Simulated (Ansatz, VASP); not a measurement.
## NaMg2Si2 in VASP and in Ansatz

Contents of INCAR:

```
PREC = Accurate ; ENCUT = 600
EDIFF = 1E-6 ; ISMEAR = 0
SIGMA = 0.1 ; LREAL = F
LASPH = T ; NELM = 80
ALGO = Fast ; ISIF = 3
LWAVE = F ; LCHARG = F
GGA = PE ; IBRION = 2
NSW = 90 ; EDIFFG = -0.04
```

The input KPOINTS:

```
regular mesh
0
Gamma
  6 6 4
```

File POSCAR:

```
NaMg2Si2
1.0
    3.7212250200      0.0000000000      0.0000000000
   -1.8606125100      3.2226754000      0.0000000000
    0.0000000000      0.0000000000      6.6506869700
Na Mg Si
1 2 2
Direct
    0.0000000000      0.0000000000      0.0000000000
    0.3333333300      0.6666666700      0.6166499900
    0.6666666700      0.3333333300      0.3833500100
    0.6666666700      0.3333333300      0.7180050000
    0.3333333300      0.6666666700      0.2819950000
```

Input for Ansatz:

```yaml
crystal:
  lattice:
    - [3.72122502, 0.0, 0.0]
    - [-1.86061251, 3.2226754, 0.0]
    - [0.0, 0.0, 6.65068697]
  atoms:
    - { symbol: Na, position: [0.0, 0.0, 0.0] }
    - { symbol: Mg, position: [0.33333333, 0.66666667, 0.61664999] }
    - { symbol: Mg, position: [0.66666667, 0.33333333, 0.38335001] }
    - { symbol: Si, position: [0.66666667, 0.33333333, 0.718005] }
    - { symbol: Si, position: [0.33333333, 0.66666667, 0.281995] }
basis:
  ecutwfc: 420
kpoints:
  mp_grid: { grid: [6, 6, 4] }
hamiltonian:
  xc: pbe
scf:
  occupations: { method: gaussian, width: 0.1 }
  lower_state_search: "off"
output:
  forces: true
  stress: true
  eigenvalues: true
relax:
  adjacent_minimum: "off"
  f_tol: 0.04
  max_steps: 70
  cell: { stress_tol: 0.4 }
```

Change from the starting cell: species swapped into the CaMn2P2 type (P-3m1, No. 164).

Alike in both runs: task relaxation of cell and atoms; functional PBE; k mesh 6 × 6 × 4; occupations gaussian, width 0.1 eV; no spin polarisation.

```csv
,VASP,Ansatz
version,VASP 6.6.1,Ansatz 0.2.0
potentials or method,"VASP PAW PBE potentials, release 64 (Na_pv, Mg, Si), cutoff 600 eV","scalar-relativistic, plane waves, PAW"
valence electrons in the cell,19,37
```

```tsv
	VASP	Ansatz	Ansatz less VASP
gap on the k mesh at the Fermi level, each at its own relaxed structure (eV)	none	none	-
relaxed volume (Å³/atom)	22.16	22.10	-0.062
relaxed length of the cell vector where the two differ most in proportion (Å)	4.730	4.719	-0.0108
```

A gap of «none» marks a metal or a gap that the smearing closes. VASP's potentials hold 19 valence electrons a cell and Ansatz's 37, so a difference there can come from the potentials and not from the codes.

Noted on VASP's run: the volume moved by over 15 % at a fixed basis, so the end points are rough.
